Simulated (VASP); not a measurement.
# TiSi2 (Immm) in VASP: notebook

TiSi2 is run at these levels: PBEsol; tasks: single point.

All numbers are computed with VASP 6.6.1; they aren't measurements. Logs are shortened: lines on timing, memory, paths and dates and some standing lists are left out, and cuts for length are marked.

### 1 The cell of the first run

It takes space group Immm (No. 71, orthorhombic). The conventional cell has a = 2.934 Å, b = 3.389 Å, c = 8.335 Å, α = 90.00°, β = 90.00°, γ = 90.00°. Ti (site symmetry mmm) has 10 Si at 2.65 to 2.75 Å and 4 Ti at 2.93 to 3.39 Å within 3.5 Å. Within 3.4 Å of Si (site symmetry mm2) lie 9 Si at 2.61 to 3.39 Å and 5 Ti at 2.65 to 2.75 Å.

### 2 Single point, PBEsol

INCAR reads:

```
PREC     = Accurate       # precision mode
ENCUT    = 520            # plane-wave cutoff, eV
EDIFF    = 1E-6           # SCF threshold, eV
ISMEAR   = 0              # smearing method
SIGMA    = 0.15           # smearing width, eV
LREAL    = F              # projectors in reciprocal space
LASPH    = T              # aspherical terms in the spheres
NELM     = 60             # most SCF steps
ALGO     = Normal         # electronic algorithm
ISIF     = 2              # what is computed and relaxed
LWAVE    = F              # write WAVECAR
LCHARG   = F              # write CHGCAR
GGA      = PS             # functional
NBANDS   = 17             # bands
```

KPOINTS reads:

```
Automatic mesh
0
Gamma
  16 16 16
```

POSCAR reads:

```
TiSi2
1.0
   -1.4670367699      1.6943352577      4.1674685337
    1.4670367699     -1.6943352577      4.1674685337
    1.4670367699      1.6943352577     -4.1674685337
Ti Si
1 2
Direct
    0.0000000000      0.0000000000      0.0000000000
    0.3303789159      0.3303789159      0.0000000000
    0.6696210841      0.6696210841      0.0000000000
```

Potentials or basis: VASP PAW PBE potentials, release 64 (Ti_sv, Si).

Run with:

```bash
$ cat potpaw_PBE.64/Ti_sv/POTCAR potpaw_PBE.64/Si/POTCAR > POTCAR
$ mpirun -np 1 vasp_std > vasp.out
```

OUTCAR:

```text
PREC = Accurate
   ENCUT = 520
   EDIFF = 1E-6
   ISMEAR = 0
   LREAL = F
   LASPH = T
   NELM = 60
   ISIF = 2
   GGA = PS

 ion  position               nearest neighbor table
   1  0.000  0.000  0.000-   3 2.65   2 2.65   3 2.65   2 2.65   3 2.65   2 2.65   2 2.65   3 2.65
                             2 2.75   3 2.75
   2  0.330  0.330  0.000-   3 2.61   3 2.61   3 2.61   3 2.61   1 2.65   1 2.65   1 2.65   1 2.65
                             1 2.75   3 2.83
   3  0.670  0.670  0.000-   2 2.61   2 2.61   2 2.61   2 2.61   1 2.65   1 2.65   1 2.65   1 2.65
                             1 2.75   2 2.83

  LATTYP: Found a body centered orthorhombic cell.
 ALAT       =     2.9340735398
 B/A-ratio  =     1.1549371444
 C/A-ratio  =     2.8407389775

  Lattice vectors:

 A1 = (  -1.4670367699,   1.6943352577,   4.1674685337)
 A2 = (   1.4670367699,  -1.6943352577,   4.1674685337)
 A3 = (   1.4670367699,   1.6943352577,  -4.1674685337)

Analysis of symmetry for initial positions (statically):
=====================================================================
 Subroutine PRICEL returns:
 Original cell was already a primitive cell.

 Routine SETGRP: Setting up the symmetry group for a
 body centered orthorhombic supercell.

 Subroutine GETGRP returns: Found  8 space group operations
 (whereof  8 operations were pure point group operations)
 out of a pool of  8 trial point group operations.

The static configuration has the point symmetry D_2h.

Analysis of symmetry for dynamics (positions and initial velocities):
=====================================================================
 Subroutine PRICEL returns:
 Original cell was already a primitive cell.

 Routine SETGRP: Setting up the symmetry group for a
 body centered orthorhombic supercell.

 Subroutine GETGRP returns: Found  8 space group operations
 (whereof  8 operations were pure point group operations)
 out of a pool of  8 trial point group operations.

The dynamic configuration has the point symmetry D_2h.

 Subroutine INISYM returns: Found  8 space group operations
 (whereof  8 operations are pure point group operations),
 and found     1 'primitive' translations

----------------------------------------------------------------------------------------

                                     Primitive cell

  volume of cell :      41.4355

  direct lattice vectors                    reciprocal lattice vectors
    -1.467036770  1.694335258  4.167468534     0.000000000  0.295100983  0.119976911
     1.467036770 -1.694335258  4.167468534     0.340823087  0.000000000  0.119976911
     1.467036770  1.694335258 -4.167468534     0.340823087  0.295100983  0.000000000

  length of vectors
     4.731887872  4.731887872  4.731887872     0.318557764  0.361323727  0.450826981

  position of ions in fractional coordinates (direct lattice)
     0.000000000  0.000000000  0.000000000
     0.330378916  0.330378916  0.000000000
     0.669621084  0.669621084  0.000000000

  ion indices of the primitive-cell ions
   primitive index   ion index
                 1           1
                 2           2
                 3           3

----------------------------------------------------------------------------------------

 KPOINTS: Automatic mesh

Automatic generation of k-mesh.
 Grid dimensions read from file:
 generate k-points for:   16   16   16

 Generating k-lattice:

  Cartesian coordinates                     Fractional coordinates (reciprocal lattice)
     0.000000000  0.018443811  0.007498557     0.062500000 -0.000000000  0.000000000
     0.021301443  0.000000000  0.007498557     0.000000000  0.062500000  0.000000000
     0.021301443  0.018443811  0.000000000     0.000000000 -0.000000000  0.062500000

  Length of vectors
     0.019909860  0.022582733  0.028176686

  Shift w.r.t. Gamma in fractional coordinates (k-lattice)
     0.000000000  0.000000000  0.000000000

 Subroutine IBZKPT returns following result:
 ===========================================

 Found    621 irreducible k-points:

 Following reciprocal coordinates:
            Coordinates               Weight
  0.000000  0.000000  0.000000      1.000000
  0.062500  0.000000 -0.000000      4.000000
  0.125000  0.000000 -0.000000      4.000000
  0.187500  0.000000  0.000000      4.000000
  0.250000  0.000000 -0.000000      4.000000
  0.312500  0.000000  0.000000      4.000000
[... 16 lines left out ...]
 -0.187500  0.062500  0.000000      8.000000
 -0.125000  0.062500  0.000000      8.000000
 [... further k-points ...]
   k-points           NKPTS =    621   k-points in BZ     NKDIM =    621   number of bands    NBANDS=     17
   number of dos      NEDOS =    301   number of ions     NIONS =      3
   total plane-waves  NPLWV =  46656
   dimension x,y,z NGX =    36 NGY =   36 NGZ =   36
   dimension x,y,z NGXF=    72 NGYF=   72 NGZF=   72
   ions per type =               1   2
   NGX,Y,Z   is equivalent  to a cutoff of  12.65, 12.65, 12.65 a.u.
   NGXF,Y,Z  is equivalent  to a cutoff of  25.30, 25.30, 25.30 a.u.
 SYSTEM =  unknown system
   PREC   = accura    normal or accurate (medium, high low for compatibility)
   ISTART =      0    job   : 0-new  1-cont  2-samecut
   ICHARG =      2    charge: 1-file 2-atom 10-const
   ISPIN  =      1    spin polarized calculation?
   LNONCOLLINEAR =      F non collinear calculations
   LSORBIT =      F    spin-orbit coupling
   LASPH  =      T    aspherical Exc in radial PAW
   ENCUT  =  520.0 eV  38.22 Ry    6.18 a.u.   8.80  8.80  8.80*2*pi/ulx,y,z
   NELM   =     60;   NELMIN=  2; NELMDL= -5     # of ELM steps
   EDIFF  = 0.1E-05   stopping-criterion for ELM
   LREAL  =      F    real-space projection
   EDIFFG = 0.1E-04   stopping-criterion for IOM
   NSW    =      0    number of steps for IOM
   IBRION =     -1    ionic relax: 0-MD 1-quasi-New 2-CG
   NFREE  =      0    steps in history (QN), initial steepest desc. (CG)
   ISIF   =      2    stress and relaxation
   ISYM   =      2    0-nonsym 1-usesym 2-fastsym
   POTIM  = 0.5000    time-step for ionic-motion
   TEBEG  =    0.0;   TEEND  =   0.0 temperature during run
   PSTRESS=    0.0 pullay stress
   NELECT =      20.0000    total number of electrons
   NUPDOWN=      -1.0000    fix difference up-down
   EMIN   =  10.00;   EMAX   =-10.00  energy-range for DOS
   EFERMI =   0.00;   METHOD = LEGACY
   ISMEAR =     0;   SIGMA  =   0.15  broadening in eV -4-tet -1-fermi 0-gaus
   EFERMI_NEDOS =   21; number of points for ismear=-14 and -15
   IALGO  =     38    algorithm
   IMIX   =      4    mixing-type and parameters
     AMIX     =   0.40;   BMIX     =  1.00
     AMIX_MAG =   1.60;   BMIX_MAG =  1.00
  volume/ion in A,a.u.               =      13.81        93.21
  Fermi-wavevector in a.u.,A,eV,Ry     =   1.284184  2.426756 22.437758  1.649129
  Thomas-Fermi vector in A             =   2.416393
   LORBIT       =      0    0 simple, 1 ext, 2 COOP (PROOUT), +10 PAW based schemes
   GGA     = PS    functional components
   LHFCALC =     F    Hartree Fock is set to
   AEXX    =    0.0000 exact exchange contribution
   IVDW    =     0    specifies the selected vdW correction
   LEPSILON=     F    determine dielectric tensor
   LRPA    =     F    only Hartree local field effects (RPA)
 non-spin polarized calculation
 Gauss-broadening in eV      SIGMA  =   0.15
  energy-cutoff  :      520.00
  volume of cell :       41.44
 maximum number of plane-waves:      1137
   NGX = 17   NGY = 17   NGZ = 17

 number of electron      19.9999999 magnetization

 Free energy of the ion-electron system (eV)
  ---------------------------------------------------
  ext. energy  EPLUGINS =         0.00000000
  ---------------------------------------------------
  free energy    TOTEN  =       -21.34534983 eV

  energy without entropy =      -21.33034526  energy(sigma->0) =      -21.33784754

 E-fermi :  10.1949     XC(G=0): -11.8905

 val. band max:       10.1931517172   @ k =  -0.4375  -0.3750   0.1250
 cond. band min:      10.1961103141   @ k =  -0.2500   0.2500   0.1875
 fundamental gap:      0.0029585969
 Fermi energy:        10.1949055196

 k-point     1 :       0.0000    0.0000    0.0000
  band No.  band energies     occupation
      1     -45.7290      2.00000
      2     -22.1661      2.00000
      3     -22.1502      2.00000
      4     -21.8905      2.00000
      5      -2.4796      2.00000
      6       5.3673      2.00000
[... 9 lines left out ...]
     16      15.8354      0.00000
     17      16.0167      0.00000

 k-point     2 :       0.0625    0.0000   -0.0000
  band No.  band energies     occupation
      1     -45.7287      2.00000
      2     -22.1658      2.00000
      3     -22.1544      2.00000
      4     -21.8902      2.00000
      5      -2.4207      2.00000
      6       5.2333      2.00000
[... 9 lines left out ...]
     16      15.7673      0.00000
     17      16.0971      0.00000

 k-point     3 :       0.1250    0.0000   -0.0000
  band No.  band energies     occupation
      1     -45.7279      2.00000
      2     -22.1665      2.00000
      3     -22.1648      2.00000
      4     -21.8894      2.00000
      5      -2.2454      2.00000
      6       4.9309      2.00000
[... 9 lines left out ...]
     16      15.6665      0.00000
     17      16.3285      0.00000

 k-point     4 :       0.1875    0.0000    0.0000
  band No.  band energies     occupation
      1     -45.7267      2.00000
      2     -22.1843      2.00000
      3     -22.1635      2.00000
      4     -21.8881      2.00000
      5      -1.9571      2.00000
      6       4.5122      2.00000
[... 9 lines left out ...]
     16      16.5129      0.00000
     17      16.7967      0.00000

 k-point     5 :       0.2500    0.0000   -0.0000
  band No.  band energies     occupation
      1     -45.7252      2.00000
      2     -22.2053      2.00000
      3     -22.1618      2.00000
      4     -21.8866      2.00000
      5      -1.5617      2.00000
      6       3.9470      2.00000
[... 9 lines left out ...]
     16      16.9938      0.00000
     17      18.0620      0.00000

 k-point     6 :       0.3125    0.0000    0.0000
  band No.  band energies     occupation
      1     -45.7238      2.00000
      2     -22.2262      2.00000
      3     -22.1602      2.00000
      4     -21.8851      2.00000
      5      -1.0672      2.00000
      6       3.2470      2.00000
[... 9 lines left out ...]
     16      17.3674      0.00000
     17      18.2427      0.00000
[... 281 lines left out ...]
 k-point    21 :      -0.3125    0.0625    0.0000
  band No.  band energies     occupation
      1     -45.7223      2.00000
      2     -22.2242      2.00000
      3     -22.1580      2.00000
      4     -21.8989      2.00000
      5      -1.0621      2.00000
      6       3.4206      2.00000
[... 9 lines left out ...]
     16      17.5276      0.00000
     17      18.3215      0.00000

 k-point    22 :      -0.2500    0.0625    0.0000
  band No.  band energies     occupation
      1     -45.7238      2.00000
      2     -22.2034      2.00000
      3     -22.1597      2.00000
      4     -21.9005      2.00000
      5      -1.5451      2.00000
      6       4.1845      2.00000
[... 9 lines left out ...]
     16      17.6443      0.00000
     17      17.9278      0.00000

 k-point    23 :      -0.1875    0.0625    0.0000
  band No.  band energies     occupation
      1     -45.7252      2.00000
      2     -22.1825      2.00000
      3     -22.1614      2.00000
      4     -21.9021      2.00000
      5      -1.9270      2.00000
      6       4.8473      2.00000
[... 9 lines left out ...]
     16      16.6747      0.00000
     17      17.2842      0.00000

 k-point    24 :      -0.1250    0.0625    0.0000
  band No.  band energies     occupation
      1     -45.7264      2.00000
      2     -22.1648      2.00000
      3     -22.1629      2.00000
      4     -21.9034      2.00000
      5      -2.2005      2.00000
      6       5.3250      2.00000
[... 9 lines left out ...]
     16      15.5329      0.00000
     17      16.7754      0.00000

 [... further k-points ...]

------------------------ aborting loop because EDIFF is reached ----------------------------------------

  FORCE on cell =-STRESS in cart. coord.  units (eV):
  Direction    XX          YY          ZZ          XY          YZ          ZX
  --------------------------------------------------------------------------------------
  -------------------------------------------------------------------------------------
  Total        0.0470590      0.0332389      0.0222637     -0.0000000      0.0000000      0.0000000
  in kB        1.8196209      1.2852392      0.8608636     -0.0000000      0.0000000      0.0000000
  external PRESSURE =       1.3219079 kB  Pullay stress =       0.0000000 kB

 VOLUME and BASIS-vectors are now :
 -----------------------------------------------------------------------------
  energy-cutoff  :      520.00
  volume of cell :       41.44
      direct lattice vectors                 reciprocal lattice vectors
    -1.467036770  1.694335258  4.167468534     0.000000000  0.295100983  0.119976911
     1.467036770 -1.694335258  4.167468534     0.340823087  0.000000000  0.119976911
     1.467036770  1.694335258 -4.167468534     0.340823087  0.295100983  0.000000000

 POSITION                                       TOTAL-FORCE (eV/Angst)
 -----------------------------------------------------------------------------------
      0.00000      0.00000      0.00000         0.000000     -0.000000     -0.000000
      0.00000      0.00000      2.75369        -0.000000      0.000000     -0.024234
      0.00000      0.00000      5.58125         0.000000     -0.000000      0.024234
 -----------------------------------------------------------------------------------
    total drift:                                0.000000     -0.000000      0.000000

  FREE ENERGIE OF THE ION-ELECTRON SYSTEM (eV)
  ---------------------------------------------------
  free  energy   TOTEN  =       -21.3453498311 eV

  energy  without entropy=      -21.3303452573  energy(sigma->0) =      -21.33784754
```

Run time: 16 min. Hardware: 1 thread of Intel Xeon 8259CL, shared host; peak memory 0.54 GiB.

Results:

```
Free energy            : -21.3453 eV
Pressure               : 0.1 GPa
Largest force          : 0.024 eV/Å
Band gap on the k mesh : zero (bands 10 and 11 overlap by 2.51 eV)
```

Forces in eV/Å, atoms in the order of the input:
```
Ti   0.000  0.000  0.000
Si   0.000  0.000 -0.024
Si   0.000  0.000  0.024
```

Levels at points of the mesh, in eV from the Fermi level:
| k point | band 8 | band 9 | band 10 | band 11 | band 12 | band 13 |
| --- | --- | --- | --- | --- | --- | --- |
| (0.00, 0.00, 0.00) | -2.10 | -0.64 | 0.73 | 2.20 | 2.47 | 3.28 |
| (0.50, 0.00, 0.00) | -3.75 | -0.68 | 0.92 | 2.08 | 2.70 | 3.71 |
| (0.00, 0.50, 0.00) | -3.42 | -0.94 | -0.45 | 1.01 | 2.92 | 3.54 |
| (0.50, 0.50, 0.00) | -4.59 | -2.92 | -1.32 | -0.63 | 2.91 | 3.04 |
| (0.50, 0.50, 0.50) | -1.20 | -0.35 | 0.51 | 2.02 | 2.47 | 2.53 |

Caveat: the PAW data sets were made with another functional, which shifts forces and pressure a little.

[end of part 1 of 2]
